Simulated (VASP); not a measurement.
A run of VASP 6.6.1 is set up as follows.

INCAR

```
SYSTEM = InAs
PREC = Accurate
ENCUT = 520
EDIFF = 1E-6
ISMEAR = -1
SIGMA = 0.15
LREAL = .False.
LASPH = .True.
NELM = 60
ALGO = Normal
ISIF = 2
LWAVE = .False.
LCHARG = .False.
GGA = PS
NBANDS = 16
```

File KPOINTS:

```
Automatic mesh
0
Gamma
  12 12 12
  0 0 0
```

Contents of POSCAR:

```
InAs
1.0
    0.0000000000      3.0437329611      3.0437329611
    3.0437329611      0.0000000000      3.0437329611
    3.0437329611      3.0437329611      0.0000000000
In As
1 1
Direct
    0.0000000000      0.0000000000      0.0000000000
    0.7500000000      0.7500000000      0.7500000000
```

Potentials or basis: VASP PAW PBE potentials, release 64 (In_d, As).

The run is started by

```sh
$ cat potpaw_PBE.64/In_d/POTCAR potpaw_PBE.64/As/POTCAR > POTCAR
$ mpirun -np 1 vasp_std > vasp.out
```

Question: What does it give for the pressure?

Answer: 0.1 GPa.

Question: Estimate the band gap on the k mesh.

Answer: Zero (filled and empty bands touch).

Caveat: the PAW data sets were made with another functional, which shifts forces and pressure a little; spin-orbit coupling is left out, which moves the levels of the heavy elements.
